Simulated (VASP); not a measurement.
Crystal: Cd4Sn.

```
CELL_PARAMETERS angstrom
5.26252 0.00000 0.00000
0.00000 5.26252 0.00000
0.00000 0.00000 5.26252
ATOMIC_POSITIONS crystal
Sn 0.00000 0.00000 0.00000
Cd 0.25000 0.25000 0.25000
Cd 0.75000 0.75000 0.25000
Cd 0.25000 0.75000 0.75000
Cd 0.75000 0.25000 0.75000
```

- Program: VASP 6.6.1
- Task: relaxation of cell and atoms
- Functional: PBE
- Potentials or basis: VASP PAW PBE potentials, release 64 (Sn_d, Cd)
- Cutoff: 600 eV
- k mesh: 4 × 4 × 4
- Occupations: fermi-dirac, width 0.1 eV
- Spin: no spin polarisation

At the start: pressure 18.5 GPa; volume 29.15 Å³/atom.

Q: How do energy, volume and symmetry change on relaxing?

A: Over 16 steps the energy falls by 1155.1 meV/atom and the volume is 30.12 Å³/atom (+3.3 %); space group P-43m (No. 215, to 0.05 Å).

Step by step:
```
step  energy change (eV)  largest force (eV/Å)  pressure (GPa)  volume (Å³)
   1              0.0000                7.2604           18.48       145.74
   2             -4.3392                0.1575           -3.31       228.78
   3             -4.6904                0.9033           -2.02       196.17
   4             -4.9989                0.9147           -1.98       184.67
   5             -5.6994                0.5971           -0.12       152.91
   6              1.4451               11.7838           50.52       100.73
   7             -5.5998                0.9401            0.51       151.26
   8             -5.1198                0.8391            9.21       124.29
   9             -5.6337                0.8619            1.46       145.69
  10             -5.6432                0.6293            2.66       139.96
  11             -5.6518                0.7639            2.07       142.14
  12             -5.7160                0.0767            2.12       141.09
  13             -5.7751                0.0417            0.03       150.41
  14             -5.7751                0.0421            0.03       150.45
  15             -5.7754                0.0144            0.01       150.55
  16             -5.7754                0.0022            0.00       150.60
```

Final structure:
```
Sn Cd
1.0
     5.32042    0.00000    0.00000
     0.00000    5.32042    0.00000
     0.00000    0.00000    5.32042
Sn Cd
1 4
Cartesian
  0.0000 0.0000 0.0000
  1.6036 1.6036 1.6036
  3.7168 3.7168 1.6036
  1.6036 3.7168 3.7168
  3.7168 1.6036 3.7168
```
